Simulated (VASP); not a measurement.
Set up this calculation in VASP 6.6.1, as the native input.

- Task: single point
- Functional: PBE
- Potentials or basis: VASP PAW PBE potentials, release 64 (Li_sv, S)
- Cutoff: 750 eV
- k mesh: 8 × 8 × 8
- Occupations: gaussian, width 0.02 eV
- Spin: no spin polarisation
- Dipole correction: no
- Further INCAR settings: ALGO = Normal; EDIFF = 1e-06; NBANDS = 13

The structure of Li2S lies in POSCAR:

```
Li2S
1.0
    0.0000000000     -2.8540000000     -2.8540000000
    2.8540000000      0.0000000000     -2.8540000000
    2.8540000000     -2.8540000000      0.0000000000
Li S
2 1
Direct
    0.2500000000      0.2500000000      0.2500000000
    0.7500000000      0.7500000000      0.7500000000
    0.0000000000      0.0000000000      0.0000000000
```

One way to write it, as run:

INCAR

```
SYSTEM = Li2S
ALGO = Normal
EDIFF = 1E-6
ENCUT = 750
GGA = PE
GGA_COMPAT = .FALSE.
ISIF = 2
ISMEAR = 0
LASPH = .TRUE.
LCHARG = .FALSE.
LREAL = .FALSE.
LWAVE = .FALSE.
NBANDS = 13
NELM = 120
PREC = Accurate
SIGMA = 0.02
```

KPOINTS

```
k-points
0
G
  8 8 8
  0 0 0
```

Potentials or basis: VASP PAW PBE potentials, release 64 (Li_sv, S).

Command:

```sh
$ cat potpaw_PBE.64/Li_sv/POTCAR potpaw_PBE.64/S/POTCAR > POTCAR
$ mpirun -np 1 vasp_std > vasp.out
```

Results of the run:

```json
{
 "Pressure": "-0.2 GPa",
 "Band gap on the k mesh": "3.39 eV (least direct gap 4.24 eV)"
}
```

Wall time 40 s on 1 thread of AMD EPYC 7R43 64-Core Processor (Zen 3), with other jobs on the host, peak memory 0.17 GiB.
